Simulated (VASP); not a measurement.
## H2Os3: relaxation of cell and atoms with PBE

The system is H2Os3.

```
H Os
1.0
     3.27383    0.00000    0.00000
    -1.63691    2.83522    0.00000
     0.00000    0.00000    6.74257
H Os
2 3
Direct
  0.66667 0.33333 0.13284
  0.66667 0.33333 0.86716
  0.00000 0.00000 0.34721
  0.00000 0.00000 0.65279
  0.33333 0.66667 0.00000
```

The cell was built from a structure type or drawn by symmetry, and may not be a known phase.

```json
{
 "Program": "VASP 6.6.1",
 "Task": "relaxation of cell and atoms",
 "Functional": "PBE",
 "Potentials or basis": "VASP PAW PBE potentials, release 64 (H, Os)",
 "Cutoff": "600 eV",
 "k mesh": "6 × 6 × 4",
 "Occupations": "gaussian, width 0.1 eV",
 "Spin": "no spin polarisation",
 "Dipole correction": "no",
 "Further INCAR settings": "ALGO = Normal; EDIFF = 1e-06; IBRION = 2; EDIFFG = -0.04; NSW = 90; ISIF = 3"
}
```

```
Relaxed volume                        : 9.93 Å³/atom
Relaxed cell                          : a = 2.866 Å, b = 2.866 Å, c = 6.981 Å, α = 90.00°, β = 90.00°, γ = 120.00°
Space group after relaxing (to 0.1 Å) : P-6m2 (No. 187)
Energy gained by relaxing             : 835.8 meV/atom
Ionic steps                           : 21
Pressure after relaxing               : 0.1 GPa
Largest force after relaxing          : 0.013 eV/Å
Band gap on the k mesh                : zero (bands 13 and 14 overlap by 3.05 eV)
```

Forces in eV/Å, atoms in the order of the input:
```
H    0.000  0.000  0.013
H    0.000  0.000 -0.013
Os   0.000  0.000 -0.006
Os   0.000  0.000  0.006
Os   0.000  0.000  0.000
```

Step by step:
```tsv
step	energy change (eV)	largest force (eV/Å)	pressure (GPa)	volume (Å³)
1	0.0000	7.0570	-19.30	62.58
2	-2.9317	2.7474	19.18	48.83
3	-3.4675	1.1670	-15.87	53.01
4	-3.4776	1.2969	-13.92	52.66
5	-3.3613	2.1034	34.90	45.55
6	-3.6740	1.7111	4.01	49.33
7	-3.9219	0.7333	4.44	48.76
8	-3.9336	0.6417	5.33	48.61
9	-3.9656	0.4468	-7.76	50.51
10	-3.9771	0.5061	-3.51	49.85
11	-4.0196	0.4457	-1.28	49.42
12	-4.0404	0.3631	2.55	48.82
13	-4.0638	0.3189	2.20	48.86
14	-4.1187	0.1944	1.85	48.98
15	-4.1675	0.0400	2.24	49.21
16	-4.1685	0.0663	2.45	49.24
17	-4.1735	0.2005	-2.67	50.03
18	-4.1756	0.1468	-0.92	49.75
19	-4.1785	0.1068	0.04	49.64
20	-4.1786	0.1021	0.13	49.63
21	-4.1791	0.0130	0.08	49.65
```

Final structure:
```yaml
crystal:
  lattice:
    - [2.86580, 0.00000, 0.00000]
    - [-1.43290, 2.48185, 0.00000]
    - [0.00000, 0.00000, 6.98137]
  atoms:
    - { symbol: H, position: [0.66667, 0.33333, 0.20020] }
    - { symbol: H, position: [0.66667, 0.33333, 0.79980] }
    - { symbol: Os, position: [0.00000, 0.00000, 0.31834] }
    - { symbol: Os, position: [0.00000, 0.00000, 0.68166] }
    - { symbol: Os, position: [0.33333, 0.66667, 0.00000] }
```

Levels at points of the mesh, in eV from the Fermi level:
```
           k point  band 9  band 10  band 11  band 12  band 13  band 14  band 15  band 16  band 17
(0.00, 0.00, 0.00)   -3.06    -3.06    -2.69    -2.69    -0.92    -0.92    -0.59    -0.59     1.25
(0.50, 0.00, 0.00)   -3.02    -2.18    -0.26     1.11     1.34     1.53     1.59     1.84     2.35
(0.00, 0.00, 0.50)   -3.13    -2.75    -2.36    -2.36    -1.71    -1.71     0.35     0.35     0.88
(0.50, 0.00, 0.50)   -1.98    -0.86    -0.61     0.14     0.93     1.17     1.41     1.68     2.68
```

Run time: 5.3 min on 1 thread of Intel(R) Xeon(R) 6975P-C (Granite Rapids), on a shared host, peak memory 0.21 GiB.

Caveat: the k points lie up to 0.42 Å⁻¹ apart in the final cell, too coarse for converged energies and pressures of a metal; the volume moved by over 15 % at a fixed basis, so the end points are rough; spin-orbit coupling is left out, which moves the levels of the heavy elements.
